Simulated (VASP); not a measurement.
Runs of VASP 6.6.1 on Cu2O. The structure is that of space group Pn-3m (No. 224), or close to it. The cells are those of the table. 

| task | level | cell | k mesh | cutoff (eV) | smearing | gap on the mesh (eV) | pressure (GPa) |
| --- | --- | --- | --- | --- | --- | --- | --- |
| single point | r2SCAN+rVV10 | a = 4.229 Å, 6 atoms | 8 × 8 × 8 | 660 | fermi-dirac 0.03 eV | 0.81 | 1.0 |
| single point | PBEsol | a = 4.223 Å, 6 atoms | 6 × 6 × 6 | 600 | fermi-dirac 0.03 eV | (a) | 0.8 |
| single point | r2SCAN+rVV10 | a = 4.229 Å, 6 atoms | 6 × 6 × 6 | 660 | fermi-dirac 0.03 eV | 0.81 | 1.0 |
| single point | PBEsol | a = 4.223, b = 4.224, c = 4.226 Å, angles 90.2, 90.0, 90.0°, 6 atoms | 4 × 4 × 4 | 600 | fermi-dirac 0.05 eV | 0.56 | 0.8 |
| relaxation of cell and atoms | PBEsol | relaxed from a = 4.247 Å, 6 atoms | 6 × 6 × 6 | 600 | fermi-dirac 0.03 eV | 0.55 | 0.0 |

Alike in all rows: potentials or basis VASP PAW PBE potentials, release 64 (Cu, O); no spin polarisation.

Q: Estimate the missing entries.

A: (a) 0.57.

Caveats: the PAW data sets were made with another functional, which shifts forces and pressure a little.

A k mesh can miss the band edges.
